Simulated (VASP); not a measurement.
Set up this calculation in VASP 6.6.1, as the native input.

```
Task                   : single point
Functional             : PBE
Potentials or basis    : VASP PAW PBE potentials, release 64 (Co)
Cutoff                 : 520 eV
k mesh                 : 14 × 8 × 11
Occupations            : fermi-dirac, width 0.05 eV
Spin                   : collinear spin
Starting moments       : [0.09, 0.09] μB
Dipole correction      : no
Further INCAR settings : ALGO = Normal; EDIFF = 1e-07; NBANDS = 20; ISYM = 0
```

The structure of Co lies in POSCAR:

```
Co
1.0
    0.0000000000     -1.7795000000     -1.7795000000
   -3.5590000000     -1.7795000000     -1.7795000000
    0.0000000000      1.7795000000     -1.7795000000
Co
2
Direct
    0.0000000000      0.0000000000      0.0000000000
    0.0000000000      0.5000000000      0.5000000000
```

This isn't the form of Co at room conditions, which is hcp.

The input as run:

INCAR

```
PREC = Accurate ; ENCUT = 520
EDIFF = 1E-7 ; ISMEAR = -1
SIGMA = 0.05 ; LREAL = False
LASPH = True ; NELM = 150
ALGO = Normal ; ISIF = 2
LWAVE = False ; LCHARG = False
ISPIN = 2 ; MAGMOM = 0.09 0.09
LORBIT = 11 ; LMAXMIX = 4
GGA = PE ; NBANDS = 20
ISYM = 0
```

KPOINTS

```
Automatic mesh
0
Gamma
  14 8 11
```

Potentials or basis: VASP PAW PBE potentials, release 64 (Co).

Run with:

```bash
$ cat potpaw_PBE.64/Co/POTCAR > POTCAR
$ mpirun -np 1 vasp_std > vasp.out
```

Results of the run:

| Quantity | Value |
| --- | --- |
| Pressure | -18.7 GPa |
| Band gap on the k mesh | zero (filled and empty bands overlap) |
| Net moment | 0.00 μB per cell |
| Valence electrons inside the program's atomic spheres | Co 8.20 |

Caveat: the cell stands under tension.

Run time: 5.7 min on 1 thread of AMD EPYC 9R45 96-Core Processor (Zen 5) (shared host), peak memory 0.43 GiB.
